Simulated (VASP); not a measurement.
# Ag (Fm-3m) in VASP: further runs, part 2 of 2

VASP 6.6.1.

## 4. Single point, PBE

This run uses another cell than the first one, of 18.22 Å³/atom, 1.021 times its volume.

The input, INCAR:

```
PREC = Accurate
ENCUT = 520
EDIFF = 1E-6
ISMEAR = -1
SIGMA = 0.05
LREAL = False
LASPH = True
NELM = 60
ALGO = Normal
ISIF = 2
LWAVE = False
LCHARG = False
GGA = PE
NBANDS = 12
```

The input, KPOINTS:

```
regular mesh
0
Gamma
  16 16 16
```

The input, POSCAR:

```
Ag
1.0
    0.0000000000      2.0884433052      2.0884433052
    2.0884433052      0.0000000000      2.0884433052
    2.0884433052      2.0884433052      0.0000000000
Ag
1
Direct
    0.0000000000      0.0000000000      0.0000000000
```

Potentials or basis: VASP PAW PBE potentials, release 64 (Ag).

Started as:

```sh
$ cat potpaw_PBE.64/Ag/POTCAR > POTCAR
$ mpirun -np 1 vasp_std > vasp.out
```

OUTCAR:

```text
PREC = Accurate
   ENCUT = 520
   EDIFF = 1E-6
   ISMEAR = -1
   LREAL = False
   LASPH = True
   NELM = 60
   ISIF = 2
   GGA = PE

 ion  position               nearest neighbor table
   1  0.000  0.000  0.000-

  LATTYP: Found a face centered cubic cell.
 ALAT       =     4.1768866104

  Lattice vectors:

 A1 = (   0.0000000000,   2.0884433052,   2.0884433052)
 A2 = (   2.0884433052,   0.0000000000,   2.0884433052)
 A3 = (   2.0884433052,   2.0884433052,   0.0000000000)

Analysis of symmetry for initial positions (statically):
=====================================================================
 Subroutine PRICEL returns:
 Original cell was already a primitive cell.

 Routine SETGRP: Setting up the symmetry group for a
 face centered cubic supercell.

 Subroutine GETGRP returns: Found 48 space group operations
 (whereof 48 operations were pure point group operations)
 out of a pool of 48 trial point group operations.

The static configuration has the point symmetry O_h .

Analysis of symmetry for dynamics (positions and initial velocities):
[... 160 lines left out ...]
 cond. band min:       7.5079930604   @ k =   0.5000   0.0625   0.0000
 fundamental gap:      0.0100116432
 Fermi energy:         7.5065326402

 k-point     1 :       0.0000    0.0000    0.0000
  band No.  band energies     occupation
      1       0.2493      2.00000
      2       2.9668      2.00000
      3       2.9668      2.00000
      4       2.9668      2.00000
      5       3.8856      2.00000
      6       3.8856      2.00000
      7      23.4092      0.00000
      8      26.5957      0.00000
      9      26.5957      0.00000
     10      26.5957      0.00000
     11      31.2489      0.00000
     12      31.9901      0.00000
[... 331 lines left out ...]
 k-point    24 :      -0.0625    0.0625    0.0000
  band No.  band energies     occupation
      1       0.5537      2.00000
      2       2.8917      2.00000
      3       3.0388      2.00000
      4       3.0649      2.00000
      5       3.8162      2.00000
      6       3.9045      2.00000
      7      23.3050      0.00000
      8      24.6090      0.00000
      9      25.9457      0.00000
     10      27.1535      0.00000
     11      30.2893      0.00000
     12      31.9494      0.00000

 [... further k-points ...]
[... 5 lines left out ...]
  --------------------------------------------------------------------------------------
  -------------------------------------------------------------------------------------
  Total       -0.2121231     -0.2121231     -0.2121231     -0.0000000      0.0000000      0.0000000
  in kB      -18.6552277    -18.6552277    -18.6552277     -0.0000000      0.0000000      0.0000000
  external PRESSURE =     -18.6552277 kB  Pullay stress =       0.0000000 kB

 VOLUME and BASIS-vectors are now :
 -----------------------------------------------------------------------------
  energy-cutoff  :      520.00
  volume of cell :       18.22
      direct lattice vectors                 reciprocal lattice vectors
     0.000000000  2.088443305  2.088443305    -0.239412772  0.239412772  0.239412772
     2.088443305  0.000000000  2.088443305     0.239412772 -0.239412772  0.239412772
     2.088443305  2.088443305  0.000000000     0.239412772  0.239412772 -0.239412772

 POSITION                                       TOTAL-FORCE (eV/Angst)
 -----------------------------------------------------------------------------------
      0.00000      0.00000      0.00000        -0.000000      0.000000      0.000000
 -----------------------------------------------------------------------------------
    total drift:                               -0.000000      0.000000      0.000000

  FREE ENERGIE OF THE ION-ELECTRON SYSTEM (eV)
  ---------------------------------------------------
  free  energy   TOTEN  =        -2.7180183588 eV

  energy  without entropy=       -2.7157064219  energy(sigma->0) =       -2.71686239
```

It took 14 s on 1 thread of Intel Xeon Platinum 8488C (Sapphire Rapids), shared host; peak memory 0.16 GiB.

Results:

```yaml
Free_energy: -2.7180 eV
Pressure: -1.9 GPa
```

## 5. Single point, PBE

This run uses another cell than the first one, of 18.22 Å³/atom, 1.021 times its volume.

The input, INCAR:

```
SYSTEM = Ag
ALGO     = Normal         ! electronic algorithm
EDIFF    = 1E-7           ! SCF threshold, eV
ENCUT    = 520            ! plane-wave cutoff, eV
GGA      = PE             ! functional
ISIF     = 2              ! what is computed and relaxed
ISMEAR   = -1             ! smearing method
LASPH    = .True.         ! aspherical terms in the spheres
LCHARG   = .True.         ! write CHGCAR
LELF     = .True.         ! ELF
LREAL    = .False.        ! projectors in reciprocal space
LVHAR    = .True.       
LWAVE    = .False.        ! write WAVECAR
NBANDS   = 12             ! bands
NELM     = 60             ! most SCF steps
PREC     = Accurate       ! precision mode
SIGMA    = 0.05           ! smearing width, eV
```

The input, KPOINTS:

```
k-points
0
Gamma
  16 16 16
  0 0 0
```

POSCAR is that of step 4.

Potentials or basis: VASP PAW PBE potentials, release 64 (Ag).

Started as:

```sh
$ cat potpaw_PBE.64/Ag/POTCAR > POTCAR
$ mpirun -np 1 vasp_std > vasp.out
```

OUTCAR:

```text
SYSTEM = Ag
   EDIFF = 1E-7
   ENCUT = 520
   GGA = PE
   ISIF = 2
   ISMEAR = -1
   LASPH = .True.
   LREAL = .False.
   NELM = 60
   PREC = Accurate

 ion  position               nearest neighbor table
   1  0.000  0.000  0.000-

  LATTYP: Found a face centered cubic cell.
 ALAT       =     4.1768866104

  Lattice vectors:

 A1 = (   0.0000000000,   2.0884433052,   2.0884433052)
 A2 = (   2.0884433052,   0.0000000000,   2.0884433052)
 A3 = (   2.0884433052,   2.0884433052,   0.0000000000)

Analysis of symmetry for initial positions (statically):
=====================================================================
 Subroutine PRICEL returns:
 Original cell was already a primitive cell.

 Routine SETGRP: Setting up the symmetry group for a
 face centered cubic supercell.

 Subroutine GETGRP returns: Found 48 space group operations
 (whereof 48 operations were pure point group operations)
 out of a pool of 48 trial point group operations.

The static configuration has the point symmetry O_h .

Analysis of symmetry for dynamics (positions and initial velocities):
=====================================================================
 Subroutine PRICEL returns:
[... 160 lines left out ...]
 Fermi energy:         7.5065069761

 k-point     1 :       0.0000    0.0000    0.0000
  band No.  band energies     occupation
      1       0.2493      2.00000
      2       2.9669      2.00000
      3       2.9669      2.00000
      4       2.9669      2.00000
      5       3.8856      2.00000
      6       3.8856      2.00000
      7      23.4092      0.00000
      8      26.5956      0.00000
      9      26.5956      0.00000
     10      26.5956      0.00000
     11      31.2488      0.00000
     12      31.9901      0.00000
[... 331 lines left out ...]
 k-point    24 :      -0.0625    0.0625    0.0000
  band No.  band energies     occupation
      1       0.5537      2.00000
      2       2.8917      2.00000
      3       3.0388      2.00000
      4       3.0649      2.00000
      5       3.8162      2.00000
      6       3.9045      2.00000
      7      23.3049      0.00000
      8      24.6090      0.00000
      9      25.9456      0.00000
     10      27.1535      0.00000
     11      30.2893      0.00000
     12      31.9494      0.00000

 [... further k-points ...]
[... 5 lines left out ...]
  --------------------------------------------------------------------------------------
  -------------------------------------------------------------------------------------
  Total       -0.2116118     -0.2116118     -0.2116118     -0.0000000     -0.0000000      0.0000000
  in kB      -18.6102571    -18.6102571    -18.6102571     -0.0000000     -0.0000000      0.0000000
  external PRESSURE =     -18.6102571 kB  Pullay stress =       0.0000000 kB

 VOLUME and BASIS-vectors are now :
 -----------------------------------------------------------------------------
  energy-cutoff  :      520.00
  volume of cell :       18.22
      direct lattice vectors                 reciprocal lattice vectors
     0.000000000  2.088443305  2.088443305    -0.239412772  0.239412772  0.239412772
     2.088443305  0.000000000  2.088443305     0.239412772 -0.239412772  0.239412772
     2.088443305  2.088443305  0.000000000     0.239412772  0.239412772 -0.239412772

 POSITION                                       TOTAL-FORCE (eV/Angst)
 -----------------------------------------------------------------------------------
      0.00000      0.00000      0.00000         0.000000     -0.000000     -0.000000
 -----------------------------------------------------------------------------------
    total drift:                               -0.000000      0.000000     -0.000000

  FREE ENERGIE OF THE ION-ELECTRON SYSTEM (eV)
  ---------------------------------------------------
  free  energy   TOTEN  =        -2.7180183052 eV

  energy  without entropy=       -2.7157063586  energy(sigma->0) =       -2.71686233
```

Run time: 20 s. Hardware: 1 thread of Intel Xeon Platinum 8488C (Sapphire Rapids), shared host; peak memory 0.16 GiB.

What came out:

* Free energy: -2.7180 eV
* Pressure: -1.9 GPa
